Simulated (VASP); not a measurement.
# MoS2 in VASP: a series of runs

MoS2 is run at these levels: PBE, r2SCAN; tasks: single point.

Program: VASP 6.6.1. These are calculated values, not measurements. Logs are shortened: lines on timing, memory, paths and dates and some standing lists are left out, and cuts for length are marked.

## 1. The cell of the first run

The typed cell holds 6 atoms: a = 3.173 Å, b = 3.173 Å, c = 12.435 Å, α = 90.00°, β = 90.00°, γ = 120.00°.

## 2. Single point, PBE

File INCAR:

```
PREC = Accurate ; ENCUT = 500
EDIFF = 1E-6 ; ISMEAR = 0
SIGMA = 0.01 ; LREAL = False
LASPH = True ; NELM = 120
ALGO = Normal ; ISIF = 2
LWAVE = False ; LCHARG = False
GGA = PE ; NBANDS = 35
GGA_COMPAT = False
```

File KPOINTS:

```
Automatic mesh
0
Gamma
  12 12 2
```

File POSCAR:

```
MoS2
1.0
    3.1730083308      0.0000000000      0.0000000000
   -1.5865041654      2.7479058209      0.0000000000
    0.0000000000      0.0000000000     12.4354192958
Mo S
2 4
Direct
    0.6666666667      0.3333333333      0.2500159444
    0.3333333333      0.6666666667      0.7499840556
    0.3333333333      0.6666666667      0.3751200891
    0.6666666667      0.3333333333      0.8750885649
    0.3333333333      0.6666666667      0.1249114351
    0.6666666667      0.3333333333      0.6248799109
```

Potentials or basis: VASP PAW PBE potentials, release 64 (Mo_sv, S).

Launch:

```sh
$ cat potpaw_PBE.64/Mo_sv/POTCAR potpaw_PBE.64/S/POTCAR > POTCAR
$ mpirun -np 1 vasp_std > vasp.out
```

OUTCAR:

```text
PREC = Accurate
   ENCUT = 500
   EDIFF = 1E-6
   ISMEAR = 0
   LREAL = False
   LASPH = True
   NELM = 120
   ISIF = 2
   GGA = PE

 ion  position               nearest neighbor table
   1  0.667  0.333  0.250-   3 2.40   3 2.40   3 2.40   5 2.40   5 2.40   5 2.40
   2  0.333  0.667  0.750-   6 2.40   6 2.40   6 2.40   4 2.40   4 2.40   4 2.40
   3  0.333  0.667  0.375-   1 2.40   1 2.40   1 2.40
   4  0.667  0.333  0.875-   2 2.40   2 2.40   2 2.40
   5  0.333  0.667  0.125-   1 2.40   1 2.40   1 2.40
   6  0.667  0.333  0.625-   2 2.40   2 2.40   2 2.40

  LATTYP: Found a hexagonal cell.
 ALAT       =     3.1730083308
 C/A-ratio  =     3.9191259522

  Lattice vectors:

 A1 = (   3.1730083308,   0.0000000000,   0.0000000000)
 A2 = (  -1.5865041654,   2.7479058209,   0.0000000000)
 A3 = (   0.0000000000,   0.0000000000,  12.4354192958)

Analysis of symmetry for initial positions (statically):
=====================================================================
 Subroutine PRICEL returns:
 Original cell was already a primitive cell.

 Routine SETGRP: Setting up the symmetry group for a
 hexagonal supercell.

 Subroutine GETGRP returns: Found 12 space group operations
 (whereof 12 operations were pure point group operations)
 out of a pool of 24 trial point group operations.

The static configuration has the point symmetry D_3d.

Analysis of symmetry for dynamics (positions and initial velocities):
=====================================================================
 Subroutine PRICEL returns:
 Original cell was already a primitive cell.

 Routine SETGRP: Setting up the symmetry group for a
 hexagonal supercell.

 Subroutine GETGRP returns: Found 12 space group operations
 (whereof 12 operations were pure point group operations)
 out of a pool of 24 trial point group operations.

The dynamic configuration has the point symmetry D_3d.

 Subroutine INISYM returns: Found 12 space group operations
 (whereof 12 operations are pure point group operations),
 and found     1 'primitive' translations

----------------------------------------------------------------------------------------

                                     Primitive cell

  volume of cell :     108.4260

  direct lattice vectors                    reciprocal lattice vectors
     3.173008331  0.000000000  0.000000000     0.315158328  0.181956745  0.000000000
    -1.586504165  2.747905821  0.000000000     0.000000000  0.363913491  0.000000000
     0.000000000  0.000000000 12.435419296     0.000000000  0.000000000  0.080415463

  length of vectors
     3.173008331  3.173008331 12.435419296     0.363913491  0.363913491  0.080415463

  position of ions in fractional coordinates (direct lattice)
     0.666666667  0.333333333  0.250015944
     0.333333333  0.666666667  0.749984056
     0.333333333  0.666666667  0.375120089
     0.666666667  0.333333333  0.875088565
     0.333333333  0.666666667  0.124911435
     0.666666667  0.333333333  0.624879911

  ion indices of the primitive-cell ions
   primitive index   ion index
                 1           1
                 2           2
                 3           3
                 4           4
                 5           5
                 6           6

----------------------------------------------------------------------------------------

 KPOINTS: Automatic mesh

Automatic generation of k-mesh.
 Grid dimensions read from file:
 generate k-points for:   12   12    2

 Generating k-lattice:

  Cartesian coordinates                     Fractional coordinates (reciprocal lattice)
     0.026263194  0.015163062  0.000000000     0.083333333  0.000000000  0.000000000
     0.000000000  0.030326124  0.000000000     0.000000000  0.083333333  0.000000000
     0.000000000  0.000000000  0.040207731     0.000000000  0.000000000  0.500000000

  Length of vectors
     0.030326124  0.030326124  0.040207731

  Shift w.r.t. Gamma in fractional coordinates (k-lattice)
     0.000000000  0.000000000  0.000000000

 Subroutine IBZKPT returns following result:
 ===========================================

 Found     38 irreducible k-points:

 Following reciprocal coordinates:
            Coordinates               Weight
  0.000000  0.000000  0.000000      1.000000
  0.083333 -0.000000  0.000000      6.000000
  0.166667 -0.000000  0.000000      6.000000
  0.250000 -0.000000  0.000000      6.000000
  0.333333 -0.000000  0.000000      6.000000
  0.416667 -0.000000  0.000000      6.000000
[... 16 lines left out ...]
  0.250000 -0.000000  0.500000      6.000000
  0.333333 -0.000000  0.500000      6.000000
 [... further k-points ...]
   k-points           NKPTS =     38   k-points in BZ     NKDIM =     38   number of bands    NBANDS=     35
   number of dos      NEDOS =    301   number of ions     NIONS =      6
   total plane-waves  NPLWV =  55296
   dimension x,y,z NGX =    24 NGY =   24 NGZ =   96
   dimension x,y,z NGXF=    48 NGYF=   48 NGZF=  192
   ions per type =               2   4
   NGX,Y,Z   is equivalent  to a cutoff of  12.57, 12.57, 12.83 a.u.
   NGXF,Y,Z  is equivalent  to a cutoff of  25.15, 25.15, 25.67 a.u.
 SYSTEM =  unknown system
   PREC   = accura    normal or accurate (medium, high low for compatibility)
   ISTART =      0    job   : 0-new  1-cont  2-samecut
   ICHARG =      2    charge: 1-file 2-atom 10-const
   ISPIN  =      1    spin polarized calculation?
   LNONCOLLINEAR =      F non collinear calculations
   LSORBIT =      F    spin-orbit coupling
   LASPH  =      T    aspherical Exc in radial PAW
   ENCUT  =  500.0 eV  36.75 Ry    6.06 a.u.   5.79  5.79 22.67*2*pi/ulx,y,z
   NELM   =    120;   NELMIN=  2; NELMDL= -5     # of ELM steps
   EDIFF  = 0.1E-05   stopping-criterion for ELM
   LREAL  =      F    real-space projection
   EDIFFG = 0.1E-04   stopping-criterion for IOM
   NSW    =      0    number of steps for IOM
   IBRION =     -1    ionic relax: 0-MD 1-quasi-New 2-CG
   NFREE  =      0    steps in history (QN), initial steepest desc. (CG)
   ISIF   =      2    stress and relaxation
   ISYM   =      2    0-nonsym 1-usesym 2-fastsym
   POTIM  = 0.5000    time-step for ionic-motion
   TEBEG  =    0.0;   TEEND  =   0.0 temperature during run
   PSTRESS=    0.0 pullay stress
   NELECT =      52.0000    total number of electrons
   NUPDOWN=      -1.0000    fix difference up-down
   EMIN   =  10.00;   EMAX   =-10.00  energy-range for DOS
   EFERMI =   0.00;   METHOD = LEGACY
   ISMEAR =     0;   SIGMA  =   0.01  broadening in eV -4-tet -1-fermi 0-gaus
   EFERMI_NEDOS =   21; number of points for ismear=-14 and -15
   IALGO  =     38    algorithm
   IMIX   =      4    mixing-type and parameters
     AMIX     =   0.40;   BMIX     =  1.00
     AMIX_MAG =   1.60;   BMIX_MAG =  1.00
  volume/ion in A,a.u.               =      18.07       121.95
  Fermi-wavevector in a.u.,A,eV,Ry     =   1.281440  2.421570 22.341954  1.642087
  Thomas-Fermi vector in A             =   2.413809
   LORBIT       =      0    0 simple, 1 ext, 2 COOP (PROOUT), +10 PAW based schemes
   GGA     = PE    functional components
   LHFCALC =     F    Hartree Fock is set to
   AEXX    =    0.0000 exact exchange contribution
   IVDW    =     0    specifies the selected vdW correction
   LEPSILON=     F    determine dielectric tensor
   LRPA    =     F    only Hartree local field effects (RPA)
 non-spin polarized calculation
 Gauss-broadening in eV      SIGMA  =   0.01
  energy-cutoff  :      500.00
  volume of cell :      108.43
 maximum number of plane-waves:      2778
 NGX is ok and might be reduce to    24
   NGX = 11   NGY = 11   NGZ = 45

 number of electron      51.9999999 magnetization

 Free energy of the ion-electron system (eV)
  ---------------------------------------------------
  ext. energy  EPLUGINS =         0.00000000
  ---------------------------------------------------
  free energy    TOTEN  =       -43.63212835 eV

  energy without entropy =      -43.63212835  energy(sigma->0) =      -43.63212835

 E-fermi :   7.4620     XC(G=0): -10.7289

 val. band max:        7.3331132967   @ k =   0.0000   0.0000   0.0000
 cond. band min:       8.2845853666   @ k =   0.1667   0.1667   0.0000
 fundamental gap:      0.9514720699
 Fermi energy:         7.4620298349

 k-point     1 :       0.0000    0.0000    0.0000
  band No.  band energies     occupation
      1     -54.1689      2.00000
      2     -54.1689      2.00000
      3     -28.3178      2.00000
      4     -28.3178      2.00000
      5     -28.1049      2.00000
      6     -28.1049      2.00000
[... 27 lines left out ...]
     34       9.7918      0.00000
     35      12.8695      0.00000

 k-point     2 :       0.0833   -0.0000    0.0000
  band No.  band energies     occupation
      1     -54.1663      2.00000
      2     -54.1663      2.00000
      3     -28.3127      2.00000
      4     -28.3126      2.00000
      5     -28.1314      2.00000
      6     -28.1314      2.00000
[... 27 lines left out ...]
     34       9.6838      0.00000
     35      13.3621      0.00000

 k-point     3 :       0.1667   -0.0000    0.0000
  band No.  band energies     occupation
      1     -54.1592      2.00000
      2     -54.1592      2.00000
      3     -28.2985      2.00000
      4     -28.2984      2.00000
      5     -28.2031      2.00000
      6     -28.2031      2.00000
[... 27 lines left out ...]
     34      10.1179      0.00000
     35      14.4163      0.00000
[... 723 lines left out ...]
 k-point    23 :       0.2500   -0.0000    0.5000
  band No.  band energies     occupation
      1     -54.1494      2.00000
      2     -54.1494      2.00000
      3     -28.2998      2.00000
      4     -28.2998      2.00000
      5     -28.2790      2.00000
      6     -28.2790      2.00000
[... 27 lines left out ...]
     34      10.4971      0.00000
     35      14.7671      0.00000

 k-point    24 :       0.3333   -0.0000    0.5000
  band No.  band energies     occupation
      1     -54.1396      2.00000
      2     -54.1396      2.00000
      3     -28.3951      2.00000
      4     -28.3951      2.00000
      5     -28.2595      2.00000
      6     -28.2595      2.00000
[... 27 lines left out ...]
     34      10.8081      0.00000
     35      14.1121      0.00000

 [... further k-points ...]

------------------------ aborting loop because EDIFF is reached ----------------------------------------

  FORCE on cell =-STRESS in cart. coord.  units (eV):
  Direction    XX          YY          ZZ          XY          YZ          ZX
  --------------------------------------------------------------------------------------
  -------------------------------------------------------------------------------------
  Total        1.2225754      1.2225754      2.1309145      0.0000000      0.0000000     -0.0000000
  in kB       18.0656155     18.0656155     31.4878586      0.0000000      0.0000000     -0.0000000
  external PRESSURE =      22.5396965 kB  Pullay stress =       0.0000000 kB

 VOLUME and BASIS-vectors are now :
 -----------------------------------------------------------------------------
  energy-cutoff  :      500.00
  volume of cell :      108.43
      direct lattice vectors                 reciprocal lattice vectors
     3.173008331  0.000000000  0.000000000     0.315158328  0.181956745  0.000000000
    -1.586504165  2.747905821  0.000000000     0.000000000  0.363913491  0.000000000
     0.000000000  0.000000000 12.435419296     0.000000000  0.000000000  0.080415463

 POSITION                                       TOTAL-FORCE (eV/Angst)
 -----------------------------------------------------------------------------------
      1.58650      0.91597      3.10905         0.000000      0.000000     -0.000137
     -0.00000      1.83194      9.32637         0.000000     -0.000000      0.000137
     -0.00000      1.83194      4.66478        -0.000000      0.000000      0.097818
      1.58650      0.91597     10.88209        -0.000000     -0.000000      0.097977
     -0.00000      1.83194      1.55333        -0.000000      0.000000     -0.097977
      1.58650      0.91597      7.77064        -0.000000     -0.000000     -0.097818
 -----------------------------------------------------------------------------------
    total drift:                               -0.000000      0.000000     -0.000000

  FREE ENERGIE OF THE ION-ELECTRON SYSTEM (eV)
  ---------------------------------------------------
  free  energy   TOTEN  =       -43.6321283485 eV

  energy  without entropy=      -43.6321283485  energy(sigma->0) =      -43.63212835
```

It used 110 s of CPU time on 1 thread of Intel Xeon 6975P-C, on a shared host.

What came out:

```
Free energy            : -43.6321 eV
Pressure               : 2.3 GPa
Largest force          : 0.098 eV/Å
Band gap on the k mesh : 0.95 eV, indirect (least direct gap 1.64 eV)
```

Forces on the atoms (eV/Å):
```
Mo   0.000  0.000  0.000
Mo   0.000  0.000  0.000
S    0.000  0.000  0.098
S    0.000  0.000  0.098
S    0.000  0.000 -0.098
S    0.000  0.000 -0.098
```

A k mesh can miss the band edges. As with any semilocal functional, this PBE gap is likely too small.

## 3. Single point, r2SCAN

POSCAR is that of step 2.

File INCAR.step1:

```
ALGO     = Normal         # electronic algorithm
EDIFF    = 1E-5           # SCF threshold, eV
ENCUT    = 550            # plane-wave cutoff, eV
GGA      = PE             # functional
GGA_COMPAT= False        
ISMEAR   = 0              # smearing method
LASPH    = True           # aspherical terms in the spheres
LCHARG   = False          # write CHGCAR
LREAL    = False          # projectors in reciprocal space
LWAVE    = True           # write WAVECAR
NBANDS   = 35             # bands
NELM     = 120            # most SCF steps
PREC     = Accurate       # precision mode
SIGMA    = 0.01           # smearing width, eV
```

File INCAR.step2:

```
ALGO     = Normal         # electronic algorithm
EDIFF    = 1E-6           # SCF threshold, eV
ENCUT    = 550            # plane-wave cutoff, eV
GGA_COMPAT= False        
ISIF     = 2              # what is computed and relaxed
ISMEAR   = 0              # smearing method
ISTART   = 1            
LASPH    = True           # aspherical terms in the spheres
LCHARG   = True           # write CHGCAR
LELF     = True           # ELF
LMIXTAU  = True         
LREAL    = False          # projectors in reciprocal space
LVHAR    = True         
LWAVE    = False          # write WAVECAR
METAGGA  = R2SCAN         # meta-GGA
NBANDS   = 35             # bands
NELM     = 120            # most SCF steps
PREC     = Accurate       # precision mode
SIGMA    = 0.01           # smearing width, eV
```

File KPOINTS:

```
k-points
0
Gamma
  12 12 2
```

Potentials or basis: VASP PAW PBE potentials, release 64 (Mo_sv, S).

Launch:

```sh
$ cat potpaw_PBE.64/Mo_sv/POTCAR potpaw_PBE.64/S/POTCAR > POTCAR
$ cp INCAR.step1 INCAR
$ mpirun -np 1 vasp_std > vasp.out
$ cp INCAR.step2 INCAR
$ mpirun -np 1 vasp_std > vasp.out
```

It took 8.5 min on 1 thread of Intel Xeon 6975P-C, shared host; peak memory 0.31 GiB.

Results (log left out):

```yaml
Free_energy: -90.0605 eV
Pressure: 1.2 GPa
Largest_force: 0.051 eV/Å
Band_gap_on_the_k_mesh: 1.05 eV, indirect (least direct gap 1.75 eV)
```

Forces in eV/Å, atoms in the order of the input:
```
Mo   0.000  0.000  0.000
Mo   0.000  0.000  0.000
S    0.000  0.000 -0.051
S    0.000  0.000 -0.051
S    0.000  0.000  0.051
S    0.000  0.000  0.051
```

Stress tensor (GPa, compression positive):
```
1.29 0.00 0.00
0.00 1.29 0.00
0.00 0.00 1.05
```

Levels at points of the mesh, in eV from the valence-band top:
```tsv
k point	band 22	band 23	band 24	band 25	band 26	band 27	band 28	band 29	band 30	band 31
(0.00, 0.00, 0.00)	-2.31	-2.31	-1.37	-1.11	0.00	2.25	2.25	2.27	2.27	2.43
(0.50, 0.00, 0.00)	-2.63	-1.88	-1.71	-1.43	-1.32	1.70	1.75	2.13	2.37	3.18
(0.00, 0.00, 0.50)	-2.33	-2.33	-2.33	-0.29	-0.29	2.26	2.26	2.26	2.26	2.52
(0.50, 0.00, 0.50)	-2.75	-1.79	-1.79	-1.37	-1.37	1.72	1.72	2.26	2.26	3.52
```

Caveat: the PAW data sets were made with another functional, which shifts forces and pressure a little. A k mesh can miss the band edges.
